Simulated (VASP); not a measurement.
Set up this calculation in VASP 6.6.1, as the native input.

```yaml
Task: single point
Functional: PBE
Potentials_or_basis: VASP PAW PBE potentials, release 64 (P)
Cutoff: 520 eV
k_mesh: 4 × 4 × 4
Occupations: gaussian, width 0.1 eV
Spin: no spin polarisation
Dipole_correction: no
Further_INCAR_settings: ALGO = Normal; EDIFF = 1e-06; NBANDS = 30
```

The structure of P lies in POSCAR:

```
P
1.0
    6.4770177239      0.0000000000      0.0000000000
    0.0000000000      3.3262893361      3.2248567867
    0.0000000000     -3.3262893361      3.2248567867
P
8
Direct
    0.2499869007      0.4676974709     -0.0329894479
    0.7500130993     -0.0329894479      0.4676974709
    0.2499869007     -0.0329894479      0.4676974709
    0.7500130993      0.4676974709     -0.0329894479
    0.0000000000      0.7942854497      0.1408274330
    0.0000000000      0.1408274330      0.7942854497
    0.5000000000      0.2937648941      0.6402836171
    0.5000000000      0.6402836171      0.2937648941
```

These files were run (other wordings do the same):

INCAR

```
SYSTEM = P
PREC = Accurate
ENCUT = 520
EDIFF = 1E-6
ISMEAR = 0
SIGMA = 0.1
LREAL = .FALSE.
LASPH = .TRUE.
NELM = 60
ALGO = Normal
ISIF = 2
LWAVE = .FALSE.
LCHARG = .FALSE.
GGA = PE
NBANDS = 30
```

KPOINTS

```
Automatic mesh
0
G
  4 4 4
  0 0 0
```

Potentials or basis: VASP PAW PBE potentials, release 64 (P).

Run with:

```console
$ cat potpaw_PBE.64/P/POTCAR > POTCAR
$ mpirun -np 1 vasp_std > vasp.out
```

It gave:

```json
{
 "Pressure": "-0.1 GPa",
 "Largest force": "0.016 eV/Å",
 "Band gap on the k mesh": "zero (band 20 reaches 7.98 eV, above the bottom of band 21 at 6.87 eV)"
}
```

Run time: 29 s on 1 thread of Intel(R) Xeon(R) 6975P-C (Granite Rapids) (shared host), peak memory 0.24 GiB.
